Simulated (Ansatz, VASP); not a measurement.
# One calculation of GaGe, two programs

Contents of INCAR:

```
SYSTEM = GaGe
PREC = Accurate
ENCUT = 520
EDIFF = 1E-7
ISMEAR = 0
SIGMA = 0.1
LREAL = .False.
LASPH = .True.
NELM = 100
ALGO = Normal
ISIF = 2
LWAVE = .False.
LCHARG = .True.
GGA = PE
LELF = .True.
LVHAR = .True.
NBANDS = 20
```

Contents of KPOINTS:

```
Automatic mesh
0
Gamma
  6 6 6
  0 0 0
```

File POSCAR:

```
GaGe
1.0
    0.0000000000      2.8978440000      2.8978440000
    2.8978440000      0.0000000000      2.8978440000
    2.8978440000      2.8978440000      0.0000000000
Ga Ge
1 1
Direct
    0.7500000000      0.7500000000      0.7500000000
    0.0000000000      0.0000000000      0.0000000000
```

Input for Ansatz:

```yaml
crystal:
  lattice:
    - [0.0, 2.897844, 2.897844]
    - [2.897844, 0.0, 2.897844]
    - [2.897844, 2.897844, 0.0]
  atoms:
    - { symbol: Ga, position: [0.75, 0.75, 0.75] }
    - { symbol: Ge, position: [0.0, 0.0, 0.0] }
basis:
  ecutwfc: 420
kpoints:
  mp_grid: { grid: [6, 6, 6] }
hamiltonian:
  xc: pbe
scf:
  occupations: { method: gaussian, width: 0.1 }
  lower_state_search: "off"
output:
  forces: true
  stress: true
  eigenvalues: true
```

Alike in both runs: task single point; functional PBE; k mesh 6 × 6 × 6; occupations gaussian, width 0.1 eV; no spin polarisation.

|  | VASP | Ansatz |
| --- | --- | --- |
| version | VASP 6.6.1 | Ansatz 0.2.0 |
| potentials or method | VASP PAW PBE potentials, release 64 (Ga_d, Ge_d), cutoff 520 eV | scalar-relativistic, plane waves, PAW |
| valence electrons in the cell | 27 | 27 |

```tsv
	VASP	Ansatz	Ansatz less VASP
gap on the k mesh at the Fermi level (eV)	none	none	-
pressure (GPa)	0.2	0.1	-0.04
```

A gap of «none» marks a metal or a gap that the smearing closes.
